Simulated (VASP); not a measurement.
# Al12N in VASP: relaxation of the atoms with PBE

Aim: the relaxation of the atoms of Al12N with PBE.

All numbers are computed with VASP 6.6.1; they aren't measurements. Logs are shortened: lines on timing, memory, paths and dates and some standing lists are left out, and cuts for length are marked.

### Step 1. The cell of the first run

The cell holds a slab with vacuum, 13 atoms: a = 5.714 Å, b = 5.714 Å, c = 20.102 Å, α = 90.00°, β = 90.00°, γ = 120.00°.

### Step 2. Relaxation of the atoms, PBE

INCAR reads:

```
SYSTEM = Al12N
PREC = Accurate
ENCUT = 520
EDIFF = 1E-7
ISMEAR = 0
SIGMA = 0.1
LREAL = .FALSE.
LASPH = .TRUE.
NELM = 60
ALGO = Normal
ISIF = 2
LWAVE = .FALSE.
LCHARG = .FALSE.
LDIPOL = .TRUE.
IDIPOL = 3
DIPOL = 0.5 0.5 0.328
GGA = PE
IBRION = 2
NSW = 36
EDIFFG = -0.025
KPAR = 4
```

KPOINTS reads:

```
regular mesh
0
G
  6 6 1
  0 0 0
```

POSCAR reads:

```
Al12N
1.0
    5.7143028096      0.0000000000      0.0000000000
   -2.8571514048      4.9487313980      0.0000000000
    0.0000000000      0.0000000000     20.1016425062
Al N
12 1
Selective dynamics
Direct
    0.3333333333      0.1666666667      0.1989887144  F F F
    0.3333333333      0.6666666667      0.1989887144  F F F
    0.8333333333      0.1666666667      0.1989887144  F F F
    0.8333333333      0.6666666667      0.1989887144  F F F
    0.1666666667      0.3333333333      0.3134533093  F F F
    0.1666666667      0.8333333333      0.3134533093  F F F
    0.6666666667      0.3333333333      0.3134533093  F F F
    0.6666666667      0.8333333333      0.3134533093  F F F
    0.0000000000      0.0000000000      0.4279074460  F F F
    0.0000000000      0.5000000000      0.4279074460  F F F
    0.5000000000      0.0000000000      0.4279074460  F F F
    0.5000000000      0.5000000000      0.4279074460  F F F
    0.1666666667      0.0833333333      0.5013344675  F F T
```

Potentials or basis: VASP PAW PBE potentials, release 64 (Al, N).

The run is started by

```sh
$ cat potpaw_PBE.64/Al/POTCAR potpaw_PBE.64/N/POTCAR > POTCAR
$ mpirun -np 4 vasp_std > vasp.out
```

OUTCAR:

```text
SYSTEM = Al12N
   PREC = Accurate
   ENCUT = 520
   EDIFF = 1E-7
   ISMEAR = 0
   LREAL = .FALSE.
   LASPH = .TRUE.
   NELM = 60
   ISIF = 2
   GGA = PE
   IBRION = 2
   NSW = 36
   EDIFFG = -0.025

 ion  position               nearest neighbor table
   1  0.333  0.167  0.199-   5 2.83   6 2.83   7 2.83   4 2.86   2 2.86   2 2.86   4 2.86   3 2.86
                             3 2.86
   2  0.333  0.667  0.199-   6 2.83   5 2.83   8 2.83   3 2.86   1 2.86   1 2.86   3 2.86   4 2.86
                             4 2.86
   3  0.833  0.167  0.199-   7 2.83   8 2.83   5 2.83   4 2.86   2 2.86   4 2.86   2 2.86   1 2.86
                             1 2.86
   4  0.833  0.667  0.199-   8 2.83   7 2.83   6 2.83   3 2.86   1 2.86   3 2.86   1 2.86   2 2.86
                             2 2.86
   5  0.167  0.333  0.313-   9 2.83  12 2.83  10 2.83   1 2.83   2 2.83   3 2.83   8 2.86   6 2.86
                             6 2.86   8 2.86   7 2.86   7 2.86
   6  0.167  0.833  0.313-  10 2.83  11 2.83   9 2.83   2 2.83   1 2.83   4 2.83   7 2.86   5 2.86
                             5 2.86   7 2.86   8 2.86   8 2.86
   7  0.667  0.333  0.313-  11 2.83  10 2.83  12 2.83   3 2.83   4 2.83   1 2.83   8 2.86   6 2.86
                             8 2.86   6 2.86   5 2.86   5 2.86
   8  0.667  0.833  0.313-  12 2.83   9 2.83  11 2.83   4 2.83   3 2.83   2 2.83   7 2.86   5 2.86
                             7 2.86   5 2.86   6 2.86   6 2.86
   9  0.000  0.000  0.428-  13 1.69   5 2.83   8 2.83   6 2.83  12 2.86  10 2.86  10 2.86  12 2.86
                            11 2.86  11 2.86
  10  0.000  0.500  0.428-   6 2.83   7 2.83   5 2.83   9 2.86  11 2.86   9 2.86  11 2.86  12 2.86
                            12 2.86
  11  0.500  0.000  0.428-   7 2.83   6 2.83   8 2.83  10 2.86  12 2.86  12 2.86  10 2.86   9 2.86
                             9 2.86
  12  0.500  0.500  0.428-   8 2.83   5 2.83   7 2.83   9 2.86  11 2.86  11 2.86   9 2.86  10 2.86
                            10 2.86
  13  0.167  0.083  0.501-   9 1.69

  LATTYP: Found a hexagonal cell.
 ALAT       =     5.7143028096
 C/A-ratio  =     3.5177769145

  Lattice vectors:

 A1 = (   5.7143028096,   0.0000000000,   0.0000000000)
 A2 = (  -2.8571514048,   4.9487313980,   0.0000000000)
 A3 = (   0.0000000000,   0.0000000000,  20.1016425062)

Analysis of symmetry for initial positions (statically):
=====================================================================
 Subroutine PRICEL returns:
 Original cell was already a primitive cell.

 Routine SETGRP: Setting up the symmetry group for a
 hexagonal supercell.

 Subroutine GETGRP returns: Found  2 space group operations
 (whereof  2 operations were pure point group operations)
 out of a pool of 24 trial point group operations.

The static configuration has the point symmetry C_1h.

Analysis of symmetry for dynamics (positions and initial velocities):
[... 158 lines left out ...]
  Thomas-Fermi vector in A             =   1.760248
   LORBIT       =      0    0 simple, 1 ext, 2 COOP (PROOUT), +10 PAW based schemes
   GGA     = PE    functional components
   LHFCALC =     F    Hartree Fock is set to
   AEXX    =    0.0000 exact exchange contribution
   IVDW    =     0    specifies the selected vdW correction
   LEPSILON=     F    determine dielectric tensor
   LRPA    =     F    only Hartree local field effects (RPA)
 conjugate gradient relaxation of ions
 non-spin polarized calculation
 Gauss-broadening in eV      SIGMA  =   0.10
  energy-cutoff  :      520.00
  volume of cell :      568.45
 maximum number of plane-waves:     15351
   NGX = 21   NGY = 21   NGZ = 75

 dipolmoment           0.000000      0.000000     -0.158518 electrons x Angstroem

--------------------------------------- Ionic step        1  -------------------------------------------

 number of electron      41.0000001 magnetization

 Free energy of the ion-electron system (eV)
  ---------------------------------------------------
  ext. energy  EPLUGINS =         0.00000000
  ---------------------------------------------------
  free energy    TOTEN  =       -48.46909009 eV

  energy without entropy =      -48.44453739  energy(sigma->0) =      -48.45681374

------------------------ aborting loop because EDIFF is reached ----------------------------------------

  FORCE on cell =-STRESS in cart. coord.  units (eV):
  Direction    XX          YY          ZZ          XY          YZ          ZX
  --------------------------------------------------------------------------------------
  -------------------------------------------------------------------------------------
  Total       -3.9205827     -4.2173606      2.8368391      0.2570172      2.8347197      4.9098782
  in kB      -11.0502606    -11.8867365      7.9957022      0.7244094      7.9897287     13.8386150
  external PRESSURE =      -4.9804316 kB  Pullay stress =       0.0000000 kB
[... 81 lines left out ...]
--------------------------------------- Ionic step        3  -------------------------------------------

 number of electron      41.0000001 magnetization

 dipolmoment           0.000000      0.000000      0.307769 electrons x Angstroem

 Free energy of the ion-electron system (eV)
  ---------------------------------------------------
  ext. energy  EPLUGINS =         0.00000000
  ---------------------------------------------------
  free energy    TOTEN  =       -48.48022262 eV

  energy without entropy =      -48.45520261  energy(sigma->0) =      -48.46771261

 E-fermi :  -0.2882     XC(G=0):  -4.5634

 val. band max:       -0.2892933705   @ k =   0.0000   0.3333   0.0000
 cond. band min:      -0.2725622418   @ k =   0.5000   0.3333   0.0000
 fundamental gap:      0.0167311287
 Fermi energy:        -0.2882107083

 k-point     1 :       0.0000    0.0000    0.0000
  band No.  band energies     occupation
      1     -13.2772      2.00000
      2     -10.8058      2.00000
      3      -8.9342      2.00000
      4      -6.1290      2.00000
      5      -5.0649      2.00000
      6      -5.0331      2.00000
[... 379 lines left out ...]
     26       2.1534      0.00000
     27       2.2893      0.00000

------------------------ aborting loop because EDIFF is reached ----------------------------------------

 vacuum level on the upper side and lower side of the slab       (xc-potential included)         0.943        -0.971

  FORCE on cell =-STRESS in cart. coord.  units (eV):
  Direction    XX          YY          ZZ          XY          YZ          ZX
  --------------------------------------------------------------------------------------
  -------------------------------------------------------------------------------------
  Total       -4.1081115     -4.2610118      1.6954027      0.1324156      2.5128017      4.3522998
  in kB      -11.5788152    -12.0097687      4.7785350      0.3732167      7.0823946     12.2670662
  external PRESSURE =      -6.2700163 kB  Pullay stress =       0.0000000 kB
[... 28 lines left out ...]
  FREE ENERGIE OF THE ION-ELECTRON SYSTEM (eV)
  ---------------------------------------------------
  free  energy   TOTEN  =       -48.4802226184 eV

  energy  without entropy=      -48.4552026100  energy(sigma->0) =      -48.46771261

 reached required accuracy - stopping structural energy minimisation

 vacuum level on the upper side and lower side of the slab         5.650         3.687
```

OSZICAR:

```text
N       E                     dE             d eps       ncg     rms          rms(c)
DAV:   1     0.175250299710E+03    0.17525E+03   -0.12721E+04   702   0.107E+03
DAV:   2    -0.277932392816E+02   -0.20304E+03   -0.19872E+03   935   0.187E+02
DAV:   3    -0.519239700782E+02   -0.24131E+02   -0.23405E+02  1065   0.551E+01
DAV:   4    -0.534453819023E+02   -0.15214E+01   -0.15122E+01   900   0.171E+01
[... 49 lines left out ...]
DAV:   3    -0.484802435149E+02    0.48323E-03   -0.41205E-03   956   0.236E-01    0.327E-02
DAV:   4    -0.484802243935E+02    0.19121E-04   -0.48678E-04   832   0.107E-01    0.200E-02
DAV:   5    -0.484802224778E+02    0.19158E-05   -0.77756E-05   835   0.417E-02    0.886E-03
DAV:   6    -0.484802226397E+02   -0.16197E-06   -0.62741E-06   888   0.133E-02    0.373E-03
DAV:   7    -0.484802226184E+02    0.21375E-07   -0.93140E-07   891   0.498E-03
   3 F= -.48480223E+02 E0= -.48467713E+02  d E =-.111325E-01
```

It took 6.8 min on 4 MPI ranks of AMD EPYC 7R43 (Zen 3), shared host; peak memory 0.7 GiB.

Results:

```
Free energy               : -48.4802 eV
Energy gained by relaxing : 0.9 meV/atom
Ionic steps               : 3
Band gap on the k mesh    : zero (an odd number of electrons rules out a gap without spin polarisation)
```

The path:
| step | energy change (eV) | largest force on free atoms (eV/Å) | pressure (GPa) |
| --- | --- | --- | --- |
| 1 | 0.0000 | 0.7376 | -0.50 |
| 2 | -0.0109 | 0.1060 | -0.65 |
| 3 | -0.0111 | 0.0007 | -0.63 |

Final structure:
```xyz
13
Lattice="5.7143 0.0000 0.0000 -2.8572 4.9487 0.0000 0.0000 0.0000 20.1016" Properties=species:S:1:pos:R:3 pbc="T T T"
Al    1.4286    0.8248    4.0000
Al    0.0000    3.2992    4.0000
Al    4.2857    0.8248    4.0000
Al    2.8572    3.2992    4.0000
Al    0.0000    1.6496    6.3009
Al   -1.4286    4.1239    6.3009
Al    2.8572    1.6496    6.3009
Al    1.4286    4.1239    6.3009
Al    0.0000    0.0000    8.6016
Al   -1.4286    2.4744    8.6016
Al    2.8572    0.0000    8.6016
Al    1.4286    2.4744    8.6016
N     0.7143    0.4124   10.1085
```

Levels at points of the mesh, in eV from the Fermi level:
```tsv
k point	band 18	band 19	band 20	band 21	band 22	band 23	band 24	band 25
(0.00, 0.00, 0.00)	-1.68	-1.39	-1.13	-0.32	-0.22	-0.14	0.79	0.87
(0.50, 0.00, 0.00)	-0.58	-0.33	-0.31	-0.23	0.30	0.97	1.32	1.62
(0.00, 0.50, 0.00)	-0.56	-0.41	-0.26	-0.01	0.34	0.99	1.30	1.50
```
